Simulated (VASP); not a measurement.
The system is Al2B3P5.

```
Al B P
1.0
    -0.02654   -3.42520    0.08679
     3.48737    0.02654    0.02464
    -1.63863    1.37606   12.39606
Al B P
2 3 5
Direct
  0.85047 0.85411 0.78871
  0.12845 0.16933 0.21749
  0.49864 0.46160 0.00943
  0.74854 0.68912 0.41242
  0.27654 0.33673 0.57631
  0.41621 0.92214 0.90879
  0.10063 0.56868 0.07759
  0.65713 0.13094 0.31732
  0.25157 0.74747 0.50830
  0.82183 0.36988 0.68363
```

| Quantity | Value |
| --- | --- |
| Program | VASP 6.6.1 |
| Task | relaxation of cell and atoms |
| Functional | PBE |
| Potentials or basis | VASP PAW PBE potentials, release 64 (Al, B, P) |
| Cutoff | 600 eV |
| k mesh | 4 × 4 × 4 |
| Occupations | gaussian, width 0.1 eV |
| Spin | no spin polarisation |

At the start: pressure 9.3 GPa; volume 14.86 Å³/atom.

**Question.** How do energy, volume and symmetry change on relaxing?

**Answer.** Over 21 steps the energy falls by 361.0 meV/atom and the volume is 15.13 Å³/atom (+1.8 %); space group I-4m2 (No. 119, to 0.05 Å).

The path:
```
step  energy change (eV)  largest force (eV/Å)  pressure (GPa)  volume (Å³)
   1              0.0000                7.2145            9.26       148.62
   2             -1.4695                2.4628           -8.20       167.58
   3             -2.9905                1.3274           -4.47       157.77
   4             -2.9922                1.2982           -4.33       157.59
   5             -3.3723                0.9595            0.63       150.07
   6             -3.3726                0.9537            0.81       149.85
   7             -3.4695                0.4102            0.50       150.22
   8             -3.4811                0.6117            0.40       150.40
   9             -3.5343                0.4237           -0.28       151.38
  10             -3.5527                0.5287           -0.96       152.40
  11             -3.5905                0.3335           -0.15       151.45
  12             -3.5977                0.2049            0.39       150.81
  13             -3.6045                0.0954           -0.08       151.39
  14             -3.6045                0.0959           -0.08       151.40
  15             -3.6066                0.0748           -0.04       151.36
  16             -3.6073                0.0956            0.00       151.32
  17             -3.6089                0.0635            0.02       151.30
  18             -3.6094                0.0554            0.05       151.28
  19             -3.6101                0.0301           -0.03       151.36
  20             -3.6101                0.0312           -0.05       151.38
  21             -3.6103                0.0235            0.01       151.30
```

Final structure:
```
CELL_PARAMETERS angstrom
-0.00029 -3.44926 -0.00036
3.44955 0.00114 -0.00019
-1.72293 1.71806 12.71664
ATOMIC_POSITIONS crystal
Al 0.89449 0.89481 0.79284
Al 0.10655 0.10414 0.20713
B 0.49794 0.50140 0.99999
B 0.70848 0.70653 0.41383
B 0.29301 0.29287 0.58618
P 0.45494 0.95867 0.91428
P 0.04107 0.54360 0.08570
P 0.66732 0.16398 0.32855
P 0.25092 0.74999 0.50004
P 0.83527 0.33401 0.67146
```

Caveat: the k points lie up to 0.46 Å⁻¹ apart in the final cell.
